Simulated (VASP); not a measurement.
Input of a VASP 6.6.1 run:

The input INCAR:

```
ALGO = Normal ; EDIFF = 1E-6
EDIFFG = -0.01 ; ENCUT = 600
GGA = PE ; IBRION = 2
ISIF = 3 ; ISMEAR = 0
LASPH = True ; LCHARG = False
LREAL = False ; LWAVE = False
NELM = 80 ; NSW = 100
PREC = Accurate ; SIGMA = 0.1
```

The input KPOINTS:

```
k-points
0
Gamma
  12 12 10
```

The input POSCAR:

```
Al2BP3
1.0
    4.9836989804      0.0000000000      0.0000000000
   -2.4918494902      4.3160099218      0.0000000000
    0.0000000000      0.0000000000      4.3719903068
Al B P
2 1 3
Direct
    0.3333333333      0.6666666667      0.0000000000
    0.6666666667      0.3333333333      0.0000000000
    0.0000000000      0.0000000000      0.5000000000
    0.5000000000      0.0000000000      0.5000000000
    0.0000000000      0.5000000000      0.5000000000
    0.5000000000      0.5000000000      0.5000000000
```

Potentials or basis: VASP PAW PBE potentials, release 64 (Al, B, P).

Launch:

```bash
$ cat potpaw_PBE.64/Al/POTCAR potpaw_PBE.64/B/POTCAR potpaw_PBE.64/P/POTCAR > POTCAR
$ mpirun -np 1 vasp_std > vasp.out
```

Predict the band gap on the k mesh.

zero (band 12 reaches 8.76 eV, above the bottom of band 13 at 5.97 eV).

Final structure:
```
Al B P
1.0
     4.92110    0.00000    0.00000
    -2.46055    4.26179    0.00000
     0.00000    0.00000    4.48370
Al B P
2 1 3
Direct
  0.33333 0.66667 0.00000
  0.66667 0.33333 0.00000
  0.00000 0.00000 0.50000
  0.50000 0.00000 0.50000
  0.00000 0.50000 0.50000
  0.50000 0.50000 0.50000
```
